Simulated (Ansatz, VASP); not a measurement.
# Two plane-wave programs on CdO

```
Cd O
1.0
     0.00000    2.43059    2.43059
     2.43059    0.00000    2.43059
     2.43059    2.43059    0.00000
Cd O
1 1
Direct
  0.00000 0.00000 0.00000
  0.50000 0.50000 0.50000
```

Alike in both runs: task single point; functional PBE; k mesh 8 × 8 × 8; occupations fermi-dirac, width 0.02 eV; no spin polarisation.

```csv
,VASP,Ansatz
version,VASP 6.6.1,Ansatz 0.2.0
potentials or method,"VASP PAW PBE potentials, release 64 (Cd, O)","plane waves, PAW"
plane-wave cutoff (eV),600,420
valence electrons in the cell,18,26
```

Ansatz gave:

- pressure (GPa): -6.4

What did VASP give for the same quantities?

Pressure (GPa): -5.7.

VASP's potentials hold 18 valence electrons a cell and Ansatz's 26, so a difference there can come from the potentials and not from the codes.
